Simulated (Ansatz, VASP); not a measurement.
## One calculation of AlN, two programs

```
CELL_PARAMETERS angstrom
-1.63784 2.83682 0.00000
0.00000 0.00000 4.10063
4.91352 2.83682 0.00000
ATOMIC_POSITIONS crystal
Al 0.57942 0.75000 0.21838
Al 0.00000 0.75000 0.66667
Al 0.00000 0.25000 0.33333
Al 0.50000 0.25000 0.83333
N 0.50000 0.25000 0.16667
N 0.00000 0.25000 0.66667
N 0.00000 0.75000 0.33333
N 0.50000 0.75000 0.83333
```

Alike in both runs: task single point; functional LDA; k mesh 8 × 6 × 4; occupations gaussian, width 0.05 eV; no spin polarisation.

```csv
,VASP,Ansatz
version,VASP 6.6.1,Ansatz 0.2.0
potentials or method,"VASP PAW LDA potentials, release 64 (Al, N), cutoff 520 eV","scalar-relativistic, plane waves, PAW"
valence electrons in the cell,32,32
```

Ansatz gave:

| Item | Value |
| --- | --- |
| gap on the k mesh at the Fermi level (eV) | 3.13 |
| least direct gap on the mesh (eV) | 3.13 |
| pressure (GPa) | 9.3 |
| traceless stress, the component that is largest in VASP (GPa) | 22.41 |
| rms of the force components (eV/Å) | 3.716 |

What did VASP give for the same quantities?

gap on the k mesh at the Fermi level (eV): 3.13; least direct gap on the mesh (eV): 3.13; pressure (GPa): 10.1; traceless stress, the component that is largest in VASP (GPa): 22.98; rms of the force components (eV/Å): 3.780.

Ansatz warns that its potentials were made for another functional, while VASP's fit it. LDA's correlation is that of Perdew and Zunger in VASP and of Perdew and Wang (1992) in Ansatz. Atom by atom the forces differ by 0.066 eV/Å (rms over components).
